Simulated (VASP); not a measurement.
Runs of VASP 6.6.1 on NaH. The structure is that of space group Pm-3m (No. 221), or close to it. The cells are those of the table. 

```csv
level,cell,k mesh,smearing,grid for exact exchange (PRECFOCK),share of exact exchange,screening parameter,gap on the mesh (eV),pressure (GPa)
r2SCAN,"a = 2.932 Å, angles 90.0, 90.0, 90.3°, 2 atoms",8 × 8 × 8,gaussian 0.01 eV,-,-,-,1.61,-0.3
HSE06,"a = 2.932, b = 2.932, c = 2.764 Å, 2 atoms",6 × 6 × 6,gaussian 0.01 eV,Normal,0.25,0.2079 1/Å,1.67,2.1
HSE06,"a = 2.932 Å, angles 90.0, 90.0, 90.3°, 2 atoms",6 × 6 × 6,gaussian 0.01 eV,Normal,0.25,0.2079 1/Å,1.88,0.3
r2SCAN,"a = 2.974 Å, 2 atoms",8 × 8 × 8,gaussian 0.01 eV,-,-,-,1.60,(b)
PBE,"a = 2.932, b = 2.932, c = 2.764 Å, 2 atoms",8 × 8 × 8,fermi-dirac 0.02 eV,-,-,-,0.82,2.6
r2SCAN,"a = 2.932, b = 2.932, c = 2.764 Å, 2 atoms",8 × 8 × 8,gaussian 0.01 eV,-,-,-,(a),1.4
PBE,"a = 2.974 Å, 2 atoms",8 × 8 × 8,fermi-dirac 0.02 eV,-,-,-,1.03,-0.3
```

Alike in all rows: task single point; potentials or basis VASP PAW PBE potentials, release 64 (Na_pv, H); no spin polarisation; cutoff (eV) 520.

Fill in the values left out.

(a) 1.39; (b) -1.3.

Caveats: the structure was generated, so it needn't be the stable form of NaH; the PAW data sets were made with another functional, which shifts forces and pressure a little (at least some runs); the stress differs along the axes, from -1 to 7 GPa (at least some runs); the stress differs along the axes, from 0 to 8 GPa (at least some runs); the stress differs along the axes, from -1 to 6 GPa (at least some runs).

A k mesh can miss the band edges.
